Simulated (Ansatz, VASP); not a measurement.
## Bi in VASP and in Ansatz

Contents of INCAR:

```
PREC = Accurate
ENCUT = 520
EDIFF = 1E-7
ISMEAR = -1
SIGMA = 0.1
LREAL = False
LASPH = True
NELM = 60
ALGO = Normal
ISIF = 2
LWAVE = False
LCHARG = True
GGA = RP
LELF = True
LVHAR = True
NBANDS = 14
```

KPOINTS

```
Automatic mesh
0
Gamma
  12 12 12
```

Contents of POSCAR:

```
Bi
1.0
    0.0000000000      2.6060005661      2.6060005661
    2.6060005661      0.0000000000      2.6060005661
    2.6060005661      2.6060005661      0.0000000000
Bi
1
Direct
    0.0000000000      0.0000000000      0.0000000000
```

Input for Ansatz:

```yaml
crystal:
  lattice:
    - [0.0, 2.6060005661, 2.6060005661]
    - [2.6060005661, 0.0, 2.6060005661]
    - [2.6060005661, 2.6060005661, 0.0]
  atoms:
    - { symbol: Bi, position: [0.0, 0.0, 0.0] }
hamiltonian:
  xc: rpbe
  pseudopotentials:
    kind: paw
    azcp:
      Bi: "pseudopotentials/Bi.paw.azcp"
basis:
  ecutwfc: 420
  fft_grid_basis: typed
kpoints:
  mp_grid: { grid: [12, 12, 12], shift: [0, 0, 0] }
magnetization:
  spin_polarized: false
scf:
  occupations: { method: fermi_dirac, width: 0.1 }
  lower_state_search: "off"
output:
  stress: true
```

Alike in both runs: task single point; functional RPBE; k mesh 12 × 12 × 12; occupations fermi-dirac, width 0.1 eV; no spin polarisation.

|  | VASP | Ansatz |
| --- | --- | --- |
| version | VASP 6.6.1 | Ansatz 0.2.0 |
| potentials or method | VASP PAW PBE potentials, release 64 (Bi_d), cutoff 520 eV | plane waves (420 eV) with PAW, scalar-relativistic |
| valence electrons in the cell | 15 | 15 |

|  | VASP | Ansatz | Ansatz less VASP |
| --- | --- | --- | --- |
| pressure (GPa) | -3.2 | -3.1 | +0.06 |

VASP's potentials were made for PBE, not for RPBE. With one functional, cell and mesh, what is left measures potentials, basis and numerics.

Neither program's run includes spin-orbit coupling.
